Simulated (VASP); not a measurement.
# Fe in VASP: further runs

The runs below take Fe through single point, with PBE.

All numbers are computed with VASP 6.6.1; they aren't measurements. Logs are shortened: lines on timing, memory, paths and dates and some standing lists are left out, and cuts for length are marked.

## (1) The cell of the first run

The structure is tetragonal, space group I4/mmm (No. 139). Conventional cell: a = 2.832 Å, b = 2.832 Å, c = 3.143 Å, α = 90.00°, β = 90.00°, γ = 90.00°. Fe (site symmetry 4/mmm) has 14 Fe at 2.55 to 3.14 Å within 3.4 Å.

## (2) Single point, PBE, collinear spin, ferromagnetic start (normal strain along x +0.1100, normal strain along z +0.0000)

Contents of INCAR:

```
SYSTEM = Fe
ALGO = Normal
EDIFF = 1E-7
ENCUT = 520
GGA = PE
ISIF = 2
ISMEAR = 0
ISPIN = 2
LASPH = .TRUE.
LCHARG = .FALSE.
LMAXMIX = 4
LORBIT = 11
LREAL = .FALSE.
LWAVE = .FALSE.
MAGMOM = 2.44
NBANDS = 14
NELM = 150
PREC = Accurate
SIGMA = 0.15
```

Contents of KPOINTS:

```
k-points
0
G
  10 10 10
  0 0 0
```

Contents of POSCAR:

```
Fe
1.0
   -1.5715103435      1.4157750842      1.4157750842
    1.5715103435     -1.4157750842      1.4157750842
    1.5715103435      1.4157750842     -1.4157750842
Fe
1
Direct
    0.0000000000      0.0000000000      0.0000000000
```

Potentials or basis: VASP PAW PBE potentials, release 64 (Fe).

Launch:

```bash
> cat potpaw_PBE.64/Fe/POTCAR > POTCAR
> mpirun -np 1 vasp_std > vasp.out
```

OUTCAR:

```text
SYSTEM = Fe
   EDIFF = 1E-7
   ENCUT = 520
   GGA = PE
   ISIF = 2
   ISMEAR = 0
   ISPIN = 2
   LASPH = .TRUE.
   LORBIT = 11
   LREAL = .FALSE.
   NELM = 150
   PREC = Accurate

 ion  position               nearest neighbor table
   1  0.000  0.000  0.000-

  LATTYP: Found a body centered tetragonal cell.
 ALAT       =     2.8315501684
 C/A-ratio  =     1.1100000000

  Lattice vectors:

 A1 = (  -1.5715103435,   1.4157750842,  -1.4157750842)
 A2 = (  -1.5715103435,  -1.4157750842,   1.4157750842)
 A3 = (   1.5715103435,   1.4157750842,   1.4157750842)

Analysis of symmetry for initial positions (statically):
=====================================================================
 Subroutine PRICEL returns:
 Original cell was already a primitive cell.

 Routine SETGRP: Setting up the symmetry group for a
 body centered tetragonal supercell.

 Subroutine GETGRP returns: Found 16 space group operations
 (whereof 16 operations were pure point group operations)
 out of a pool of 16 trial point group operations.

The static configuration has the point symmetry D_4h.

Analysis of symmetry for dynamics (positions and initial velocities):
=====================================================================
 Subroutine PRICEL returns:
 Original cell was already a primitive cell.

 Routine SETGRP: Setting up the symmetry group for a
 body centered tetragonal supercell.

 Subroutine GETGRP returns: Found 16 space group operations
 (whereof 16 operations were pure point group operations)
 out of a pool of 16 trial point group operations.

The dynamic configuration has the point symmetry D_4h.

Analysis of structural, dynamic, and magnetic symmetry:
=====================================================================
 Subroutine PRICEL returns:
 Original cell was already a primitive cell.

 Routine SETGRP: Setting up the symmetry group for a
 body centered tetragonal supercell.

 Subroutine GETGRP returns: Found 16 space group operations
 (whereof 16 operations were pure point group operations)
 out of a pool of 16 trial point group operations.

The overall configuration has the point symmetry D_4h.

 Subroutine INISYM returns: Found 16 space group operations
 (whereof 16 operations are pure point group operations),
 and found     1 'primitive' translations

----------------------------------------------------------------------------------------

                                     Primitive cell

  volume of cell :      12.5999

  direct lattice vectors                    reciprocal lattice vectors
    -1.571510343  1.415775084  1.415775084     0.000000000  0.353163441  0.353163441
     1.571510343 -1.415775084  1.415775084     0.318165262  0.000000000  0.353163441
     1.571510343  1.415775084 -1.415775084     0.318165262  0.353163441  0.000000000

  length of vectors
     2.545286416  2.545286416  2.545286416     0.499448528  0.475345716  0.475345716

  position of ions in fractional coordinates (direct lattice)
     0.000000000  0.000000000  0.000000000

  ion indices of the primitive-cell ions
   primitive index   ion index
                 1           1

----------------------------------------------------------------------------------------

 KPOINTS: k-points

Automatic generation of k-mesh.
 Grid dimensions read from file:
 generate k-points for:   10   10   10

 Generating k-lattice:

  Cartesian coordinates                     Fractional coordinates (reciprocal lattice)
     0.000000000  0.035316344  0.035316344     0.100000000  0.000000000  0.000000000
     0.031816526  0.000000000  0.035316344    -0.000000000  0.100000000  0.000000000
     0.031816526  0.035316344  0.000000000    -0.000000000  0.000000000  0.100000000

  Length of vectors
     0.049944853  0.047534572  0.047534572

  Shift w.r.t. Gamma in fractional coordinates (k-lattice)
     0.000000000  0.000000000  0.000000000

 Subroutine IBZKPT returns following result:
 ===========================================

 Found    102 irreducible k-points:

 Following reciprocal coordinates:
            Coordinates               Weight
  0.000000  0.000000  0.000000      1.000000
  0.100000  0.000000  0.000000      4.000000
  0.200000  0.000000  0.000000      4.000000
  0.300000  0.000000  0.000000      4.000000
  0.400000  0.000000  0.000000      4.000000
  0.500000  0.000000  0.000000      2.000000
[... 16 lines left out ...]
  0.000000  0.400000  0.000000      8.000000
  0.100000  0.400000  0.000000     16.000000
 [... further k-points ...]
   k-points           NKPTS =    102   k-points in BZ     NKDIM =    102   number of bands    NBANDS=     14
   number of dos      NEDOS =    301   number of ions     NIONS =      1
   total plane-waves  NPLWV =   8000
   dimension x,y,z NGX =    20 NGY =   20 NGZ =   20
   dimension x,y,z NGXF=    40 NGYF=   40 NGZF=   40
   ions per type =               1
   NGX,Y,Z   is equivalent  to a cutoff of  13.06, 13.06, 13.06 a.u.
   NGXF,Y,Z  is equivalent  to a cutoff of  26.13, 26.13, 26.13 a.u.
 SYSTEM =  Fe
   PREC   = accura    normal or accurate (medium, high low for compatibility)
   ISTART =      0    job   : 0-new  1-cont  2-samecut
   ICHARG =      2    charge: 1-file 2-atom 10-const
   ISPIN  =      2    spin polarized calculation?
   LNONCOLLINEAR =      F non collinear calculations
   LSORBIT =      F    spin-orbit coupling
   LASPH  =      T    aspherical Exc in radial PAW
   ENCUT  =  520.0 eV  38.22 Ry    6.18 a.u.   4.73  4.73  4.73*2*pi/ulx,y,z
   NELM   =    150;   NELMIN=  2; NELMDL= -5     # of ELM steps
   EDIFF  = 0.1E-06   stopping-criterion for ELM
   LREAL  =      F    real-space projection
   EDIFFG = 0.1E-05   stopping-criterion for IOM
   NSW    =      0    number of steps for IOM
   IBRION =     -1    ionic relax: 0-MD 1-quasi-New 2-CG
   NFREE  =      0    steps in history (QN), initial steepest desc. (CG)
   ISIF   =      2    stress and relaxation
   ISYM   =      2    0-nonsym 1-usesym 2-fastsym
   POTIM  = 0.5000    time-step for ionic-motion
   TEBEG  =    0.0;   TEEND  =   0.0 temperature during run
   PSTRESS=    0.0 pullay stress
   NELECT =       8.0000    total number of electrons
   NUPDOWN=      -1.0000    fix difference up-down
   EMIN   =  10.00;   EMAX   =-10.00  energy-range for DOS
   EFERMI =   0.00;   METHOD = LEGACY
   ISMEAR =     0;   SIGMA  =   0.15  broadening in eV -4-tet -1-fermi 0-gaus
   EFERMI_NEDOS =   21; number of points for ismear=-14 and -15
   IALGO  =     38    algorithm
   IMIX   =      4    mixing-type and parameters
     AMIX     =   0.40;   BMIX     =  1.00
     AMIX_MAG =   1.60;   BMIX_MAG =  1.00
  volume/ion in A,a.u.               =      12.60        85.03
  Fermi-wavevector in a.u.,A,eV,Ry     =   1.407072  2.658980 26.937506  1.979851
  Thomas-Fermi vector in A             =   2.529368
   LORBIT       =     11    0 simple, 1 ext, 2 COOP (PROOUT), +10 PAW based schemes
   GGA     = PE    functional components
   LHFCALC =     F    Hartree Fock is set to
   AEXX    =    0.0000 exact exchange contribution
   IVDW    =     0    specifies the selected vdW correction
   LEPSILON=     F    determine dielectric tensor
   LRPA    =     F    only Hartree local field effects (RPA)
 spin polarized calculation
 Gauss-broadening in eV      SIGMA  =   0.15
  energy-cutoff  :      520.00
  volume of cell :       12.60
 maximum number of plane-waves:       358
   NGX =  9   NGY =  9   NGZ =  9

 number of electron       8.0000007 magnetization       2.4483859

 Free energy of the ion-electron system (eV)
  ---------------------------------------------------
  ext. energy  EPLUGINS =         0.00000000
  ---------------------------------------------------
  free energy    TOTEN  =        -8.16654065 eV

  energy without entropy =       -8.15437961  energy(sigma->0) =       -8.16046013

 E-fermi :   4.8575     XC(G=0): -12.5324

 val. band max:        4.8542026631   @ k =  -0.3000   0.4000   0.0000
 cond. band min:       4.8627073601   @ k =  -0.2000   0.2000   0.2000
 fundamental gap:      0.0085046970
 Fermi energy:         4.8575407550

 spin component 1

 k-point     1 :       0.0000    0.0000    0.0000
  band No.  band energies     occupation
      1      -3.0187      1.00000
      2       2.5520      1.00000
      3       2.5520      1.00000
      4       2.9300      1.00000
      5       3.4370      1.00000
      6       3.8509      1.00000
      7      27.5950      0.00000
      8      29.3776      0.00000
      9      29.3776      0.00000
     10      32.6899      0.00000
     11      32.9817      0.00000
     12      34.0556      0.00000
     13      34.0556      0.00000
     14      34.1290      0.00000
[... 375 lines left out ...]
 k-point    24 :       0.1000    0.4000    0.0000
  band No.  band energies     occupation
      1       0.5872      1.00000
      2       1.9614      1.00000
      3       3.1700      1.00000
      4       3.6598      1.00000
      5       4.2676      1.00000
      6       6.1192      0.00000
      7      11.5215      0.00000
      8      21.2536      0.00000
      9      23.7641      0.00000
     10      28.9229      0.00000
     11      32.2844      0.00000
     12      33.8594      0.00000
     13      41.3017      0.00000
     14      43.0011      0.00000

 [... further k-points ...]

 spin component 2

 k-point     1 :       0.0000    0.0000    0.0000
  band No.  band energies     occupation
      1      -2.8680      1.00000
      2       4.6918      0.94088
      3       4.6920      0.94073
      4       5.3272      0.00000
      5       6.2023      0.00000
      6       6.8967      0.00000
      7      27.2358      0.00000
      8      29.1685      0.00000
      9      29.1685      0.00000
     10      33.0162      0.00000
     11      33.9893      0.00000
     12      34.0125      0.00000
     13      34.7423      0.00000
     14      34.7423      0.00000
[... 375 lines left out ...]
 k-point    24 :       0.1000    0.4000    0.0000
  band No.  band energies     occupation
      1       1.9300      1.00000
      2       4.0200      1.00000
      3       4.6380      0.98075
      4       6.1259      0.00000
      5       7.0092      0.00000
      6       7.8959      0.00000
      7      12.8901      0.00000
      8      21.6059      0.00000
      9      24.2507      0.00000
     10      29.2309      0.00000
     11      32.7724      0.00000
     12      34.2458      0.00000
     13      41.4200      0.00000
     14      43.7113      0.00000

 [... further k-points ...]
[... 5 lines left out ...]
  --------------------------------------------------------------------------------------
  -------------------------------------------------------------------------------------
  Total       -1.2889383     -0.8534096     -0.8534096      0.0000000      0.0000000      0.0000000
  in kB     -163.8992478   -108.5181425   -108.5181425      0.0000000      0.0000000      0.0000000
  external PRESSURE =    -126.9785110 kB  Pullay stress =       0.0000000 kB

 VOLUME and BASIS-vectors are now :
 -----------------------------------------------------------------------------
  energy-cutoff  :      520.00
  volume of cell :       12.60
      direct lattice vectors                 reciprocal lattice vectors
    -1.571510343  1.415775084  1.415775084     0.000000000  0.353163441  0.353163441
     1.571510343 -1.415775084  1.415775084     0.318165262  0.000000000  0.353163441
     1.571510343  1.415775084 -1.415775084     0.318165262  0.353163441  0.000000000

 POSITION                                       TOTAL-FORCE (eV/Angst)
 -----------------------------------------------------------------------------------
      0.00000      0.00000      0.00000        -0.000000     -0.000000      0.000000
 -----------------------------------------------------------------------------------
    total drift:                                0.000000      0.000000      0.000000

  FREE ENERGIE OF THE ION-ELECTRON SYSTEM (eV)
  ---------------------------------------------------
  free  energy   TOTEN  =        -8.1665406511 eV

  energy  without entropy=       -8.1543796091  energy(sigma->0) =       -8.16046013

 total charge

# of ion       s       p       d       tot
------------------------------------------
    1        0.447   0.455   6.173   7.075

 magnetization (x)

# of ion       s       p       d       tot
------------------------------------------
    1       -0.016  -0.057   2.540   2.467
```

Wall time 26 s (1 thread of Intel Xeon Platinum 8488C (Sapphire Rapids), shared host); peak memory 0.15 GiB.

What came out:

| Property | Result |
| --- | --- |
| Free energy | -8.1665 eV |
| Pressure | -12.7 GPa |
| Net moment | 2.45 μB per cell |
| Site moments | Fe +2.47 μB |
| Valence electrons inside the program's atomic spheres | Fe 7.08 |

Caveat: the cell differs from its parent crystal (normal strain along x +0.1100, normal strain along z +0.0000).

[end of part 1 of 3]
